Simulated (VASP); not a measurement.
A run of VASP 6.6.1 is set up as follows.

The input INCAR:

```
PREC     = Accurate       # precision mode
ENCUT    = 520            # plane-wave cutoff, eV
EDIFF    = 1E-6           # SCF threshold, eV
ISMEAR   = 0              # smearing method
SIGMA    = 0.1            # smearing width, eV
LREAL    = F              # projectors in reciprocal space
LASPH    = T              # aspherical terms in the spheres
NELM     = 100            # most SCF steps
ALGO     = Normal         # electronic algorithm
ISIF     = 2              # what is computed and relaxed
LWAVE    = F              # write WAVECAR
LCHARG   = T              # write CHGCAR
GGA      = PE             # functional
LELF     = T              # ELF
LVHAR    = T            
NBANDS   = 20             # bands
```

The input KPOINTS:

```
Automatic mesh
0
Gamma
  16 16 16
```

File POSCAR:

```
TeSe3
1.0
   -1.9402658393      1.9402658393      8.5686237471
    1.9402658393     -1.9402658393      8.5686237471
    1.9402658393      1.9402658393     -8.5686237471
Te Se
1 3
Direct
    0.0000000000      0.0000000000      0.0000000000
    0.5000000000      0.5000000000      0.0000000000
    0.2500000000      0.7500000000      0.5000000000
    0.7500000000      0.2500000000      0.5000000000
```

Potentials or basis: VASP PAW PBE potentials, release 64 (Te, Se).

Command:

```sh
$ cat potpaw_PBE.64/Te/POTCAR potpaw_PBE.64/Se/POTCAR > POTCAR
$ mpirun -np 1 vasp_std > vasp.out
```

(1) Estimate the band gap on the k mesh.

(2) Estimate the pressure.

Answers

(1) zero (bands 12 and 13 overlap by 2.31 eV).

(2) 0.0 GPa.

Caveat: spin-orbit coupling is left out, which moves the levels of the heavy elements.
